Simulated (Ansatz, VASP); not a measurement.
# Ir in VASP and in Ansatz

```
CELL_PARAMETERS angstrom
3.92562 0.00000 0.00000
-1.96281 3.39969 0.00000
0.00000 0.00000 6.18235
ATOMIC_POSITIONS crystal
Ir 0.33333 0.66667 0.05744
Ir 0.66667 0.33333 0.55744
Ir 0.33333 0.66667 0.44256
Ir 0.66667 0.33333 0.94256
```

Alike in both runs: functional LDA; k mesh 6 × 6 × 4; occupations gaussian, width 0.1 eV; no spin polarisation.

Ansatz relaxed the structure, and its values are those at the end. VASP's run is a single point on that final structure, the one shown.

```csv
,VASP,Ansatz
version,VASP 6.6.1,Ansatz 0.2.0
potentials or method,"VASP PAW LDA potentials, release 64 (Ir), cutoff 520 eV","scalar-relativistic, plane waves, PAW"
valence electrons in the cell,36,68
```

|  | VASP | Ansatz | Ansatz less VASP |
| --- | --- | --- | --- |
| gap on the k mesh at the Fermi level (eV) | none | none | - |
| pressure (GPa) | 0.0 | -0.3 | -0.27 |
| rms of the force components (eV/Å) | 0.026 | 0.025 | -0.0011 |

LDA's correlation is that of Perdew and Zunger in VASP and of Perdew and Wang (1992) in Ansatz. A gap of «none» marks a metal or a gap that the smearing closes. VASP's potentials hold 36 valence electrons a cell and Ansatz's 68, so a difference there can come from the potentials and not from the codes.

Neither program's run includes spin-orbit coupling.
